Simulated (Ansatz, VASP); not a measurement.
## One calculation of Al3InSb4, two programs

```xyz
8
Lattice="-3.1109 3.1109 0.0000 -3.1109 -6.2218 3.1109 3.1109 3.1109 6.2218" Properties=species:S:1:pos:R:3 pbc="T T T"
In    0.0000    0.0000    0.0000
Al   -3.1109    0.0000    3.1109
Al    0.0000    3.1109    3.1109
Al    0.0000    0.0000    6.2218
Sb   -1.5554   -1.5554    1.5554
Sb   -4.6663   -1.5554    4.6663
Sb   -1.5554    1.5554    4.6663
Sb   -1.5554   -1.5554    7.7772
```

Alike in both runs: task single point; functional PBEsol; k mesh 4 × 4 × 4; occupations gaussian, width 0.1 eV; no spin polarisation.

```csv
,VASP,Ansatz
version,VASP 6.6.1,Ansatz 0.2.0
potentials or method,"VASP PAW PBE potentials, release 64 (In_d, Al, Sb), cutoff 500 eV","scalar-relativistic, plane waves, PAW"
valence electrons in the cell,42,82
```

VASP gave:

| Item | Value |
| --- | --- |
| gap on the k mesh at the Fermi level (eV) | 1.02 |
| least direct gap on the mesh (eV) | 1.02 |
| pressure (GPa) | 1.1 |
| traceless stress, the component that is largest in VASP (GPa) | -0.28 |
| rms of the force components (eV/Å) | 0.369 |

Question: Estimate Ansatz's values.

Answer: gap on the k mesh at the Fermi level (eV): 1.01; least direct gap on the mesh (eV): 1.01; pressure (GPa): 0.9; traceless stress, the component that is largest in VASP (GPa): -0.27; rms of the force components (eV/Å): 0.376.

VASP's potentials were made for PBE, not for PBEsol, and Ansatz warns of the same on its side. Atom by atom the forces differ by 0.007 eV/Å (rms over components). With one functional, cell and mesh, what is left measures potentials, basis and numerics. VASP's potentials hold 42 valence electrons a cell and Ansatz's 82, so a difference there can come from the potentials and not from the codes.

Neither program's run includes spin-orbit coupling.
